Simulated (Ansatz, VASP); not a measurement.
Mg8O9 in VASP and in Ansatz

INCAR

```
  PREC = Accurate
  ENCUT = 520
  EDIFF = 1E-6
  ISMEAR = -1
  SIGMA = 0.05
  LREAL = Auto
  LASPH = T
  NELM = 150
  ALGO = Normal
  ISIF = 2
  LWAVE = F
  LCHARG = F
  ISPIN = 2
  MAGMOM = 0 0 0 0 0 0 0 0 0 0 0 0 0 0 0 0 1
  LORBIT = 11
  GGA = PE
  IBRION = 2
  NSW = 45
  EDIFFG = -0.08
```

File KPOINTS:

```
regular mesh
0
Gamma
  2 2 2
```

Contents of POSCAR:

```
Mg8O9
1.0
    0.0000000000      3.8550000000      3.8550000000
    3.8550000000      0.0000000000      3.8550000000
    3.8550000000      3.8550000000      0.0000000000
Mg O
8 9
Direct
    0.0000000000      0.0000000000      0.0000000000
    0.0000000000      0.0000000000      0.5000000000
    0.0000000000      0.5000000000      0.0000000000
    0.0000000000      0.5000000000      0.5000000000
    0.5000000000      0.0000000000      0.0000000000
    0.5000000000      0.0000000000      0.5000000000
    0.5000000000      0.5000000000      0.0000000000
    0.5000000000      0.5000000000      0.5000000000
    0.2500000000      0.2500000000      0.2500000000
    0.2500000000      0.2500000000      0.7500000000
    0.2500000000      0.7500000000      0.2500000000
    0.2500000000      0.7500000000      0.7500000000
    0.7500000000      0.2500000000      0.2500000000
    0.7500000000      0.2500000000      0.7500000000
    0.7500000000      0.7500000000      0.2500000000
    0.7500000000      0.7500000000      0.7500000000
    0.1209389000      0.6403321000      0.6220994000
```

Input for Ansatz:

```yaml
crystal:
  lattice:
    - [0.0, 3.855, 3.855]
    - [3.855, 0.0, 3.855]
    - [3.855, 3.855, 0.0]
  atoms:
    - { symbol: Mg, position: [0.0, 0.0, 0.0] }
    - { symbol: O, position: [0.25, 0.25, 0.25] }
    - { symbol: Mg, position: [0.0, 0.0, 0.5] }
    - { symbol: O, position: [0.25, 0.25, 0.75] }
    - { symbol: Mg, position: [0.0, 0.5, 0.0] }
    - { symbol: O, position: [0.25, 0.75, 0.25] }
    - { symbol: Mg, position: [0.0, 0.5, 0.5] }
    - { symbol: O, position: [0.25, 0.75, 0.75] }
    - { symbol: Mg, position: [0.5, 0.0, 0.0] }
    - { symbol: O, position: [0.75, 0.25, 0.25] }
    - { symbol: Mg, position: [0.5, 0.0, 0.5] }
    - { symbol: O, position: [0.75, 0.25, 0.75] }
    - { symbol: Mg, position: [0.5, 0.5, 0.0] }
    - { symbol: O, position: [0.75, 0.75, 0.25] }
    - { symbol: Mg, position: [0.5, 0.5, 0.5] }
    - { symbol: O, position: [0.75, 0.75, 0.75] }
    - { symbol: O, position: [0.1209389, 0.6403321, 0.6220994], spin: 1.0 }
magnetization:
  spin_polarized: true
basis:
  ecutwfc: 420.0
kpoints:
  mp_grid: { grid: [2, 2, 2] }
hamiltonian:
  xc: pbe
  pseudopotentials: { kind: paw, azcp: { folder: soft_1 } }
scf:
  occupations: { method: fermi_dirac, width: 0.05 }
  lower_state_search: "off"
relax:
  f_tol: 0.08
  max_steps: 25
  adjacent_minimum: "off"
output:
  write_density: true
  write_potential: true
  elf: true
  volumetric_format: npy
```

Alike in both runs: task relaxation of the atoms; functional PBE; k mesh 2 × 2 × 2; occupations fermi-dirac, width 0.05 eV; collinear spin.

```csv
,VASP,Ansatz
version,VASP 6.6.1,Ansatz 0.2.0
potentials or method,"VASP PAW PBE potentials, release 64 (Mg, O), cutoff 520 eV","scalar-relativistic, plane waves, PAW"
valence electrons in the cell,70,134
```

```tsv
	VASP	Ansatz	Ansatz less VASP
net moment per atom (μB)	0.12	0.12	0.000
size of the moment on the site where the two differ most (μB)	0.76	0.72	-0.043
```

Site moments also hang on the region over which each program counts them. VASP's potentials hold 70 valence electrons a cell and Ansatz's 134, so a difference there can come from the potentials and not from the codes.

The k mesh is coarse, so the values compare programs but aren't converged.
